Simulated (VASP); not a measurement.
Here is a VASP 6.6.1 calculation.

INCAR

```
ALGO     = Normal         # electronic algorithm
EDIFF    = 1E-6           # SCF threshold, eV
ENCUT    = 520            # plane-wave cutoff, eV
GGA      = CA             # functional
ISIF     = 2              # what is computed and relaxed
ISMEAR   = 0              # smearing method
LASPH    = True           # aspherical terms in the spheres
LCHARG   = False          # write CHGCAR
LREAL    = False          # projectors in reciprocal space
LWAVE    = False          # write WAVECAR
NBANDS   = 18             # bands
NELM     = 80             # most SCF steps
PREC     = Accurate       # precision mode
SIGMA    = 0.05           # smearing width, eV
```

File KPOINTS:

```
k-points
0
Gamma
  9 9 6
```

Contents of POSCAR:

```
LiF
1.0
    2.9025647390      0.0000000000      0.0000000000
   -1.4512823695      2.5136948001      0.0000000000
    0.0000000000      0.0000000000      4.9149128725
Li F
2 2
Direct
    0.3333333333      0.6666666667      0.3839784076
    0.6666666667      0.3333333333      0.8839784076
    0.3333333333      0.6666666667      0.9910195924
    0.6666666667      0.3333333333      0.4910195924
```

Potentials or basis: VASP PAW LDA potentials, release 64 (Li_sv, F).

Command:

```bash
$ cat potpaw_LDA.64/Li_sv/POTCAR potpaw_LDA.64/F/POTCAR > POTCAR
$ mpirun -np 1 vasp_std > vasp.out
```

Task: Estimate the band gap on the k mesh.

Result: 8.10 eV.

Task: What does it give for the largest force?

Result: 0.395 eV/Å.

Forces in eV/Å, atoms in the order of the input:
```
Li   0.000  0.000 -0.395
Li   0.000  0.000 -0.395
F    0.000  0.000  0.395
F    0.000  0.000  0.395
```

 A k mesh can miss the band edges.
